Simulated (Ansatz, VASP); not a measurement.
# Ir: VASP beside Ansatz

The input INCAR:

```
SYSTEM = Ir
PREC = Accurate
ENCUT = 520
EDIFF = 1E-6
ISMEAR = 0
SIGMA = 0.15
LREAL = .False.
LASPH = .True.
NELM = 80
ALGO = Fast
ISIF = 2
LWAVE = .False.
LCHARG = .True.
GGA = PE
LELF = .True.
LVHAR = .True.
NBANDS = 10
```

The input KPOINTS:

```
regular mesh
0
Gamma
  22 22 22
  0 0 0
```

POSCAR

```
Ir
1.0
    0.0000000000      1.9197000000      1.8909045000
    1.9197000000      0.0000000000      1.8909045000
    1.9197000000      1.9197000000      0.0000000000
Ir
1
Direct
    0.0000000000      0.0000000000      0.0000000000
```

Input for Ansatz:

```yaml
crystal:
  lattice:
    - [0.0, 1.9197, 1.8909045]
    - [1.9197, 0.0, 1.8909045]
    - [1.9197, 1.9197, 0.0]
  atoms:
    - { symbol: Ir, position: [0.0, 0.0, 0.0] }
basis:
  ecutwfc: 420
kpoints:
  mp_grid: { grid: [22, 22, 22] }
hamiltonian:
  xc: pbe
scf:
  occupations: { method: gaussian, width: 0.15 }
output:
  forces: true
  stress: true
  eigenvalues: true
```

Change from the starting cell: strain -0.0150 x Voigt [0, 0, 1, 0, 0, 0], atoms carried along.

Alike in both runs: task single point; functional PBE; k mesh 22 × 22 × 22; occupations gaussian, width 0.15 eV; no spin polarisation.

|  | VASP | Ansatz |
| --- | --- | --- |
| version | VASP 6.6.1 | Ansatz 0.2.0 |
| potentials or method | VASP PAW PBE potentials, release 64 (Ir), cutoff 520 eV | scalar-relativistic, plane waves, PAW |
| valence electrons in the cell | 9 | 17 |

```tsv
	VASP	Ansatz	Ansatz less VASP
gap on the k mesh at the Fermi level (eV)	none	none	-
pressure (GPa)	15.9	15.4	-0.57
traceless stress, the component that is largest in VASP (GPa)	3.85	3.87	+0.023
```

A gap of «none» marks a metal or a gap that the smearing closes. With one functional, cell and mesh, what is left measures potentials, basis and numerics. VASP's potentials hold 9 valence electrons a cell and Ansatz's 17, so a difference there can come from the potentials and not from the codes.

Spin-orbit coupling is off throughout.
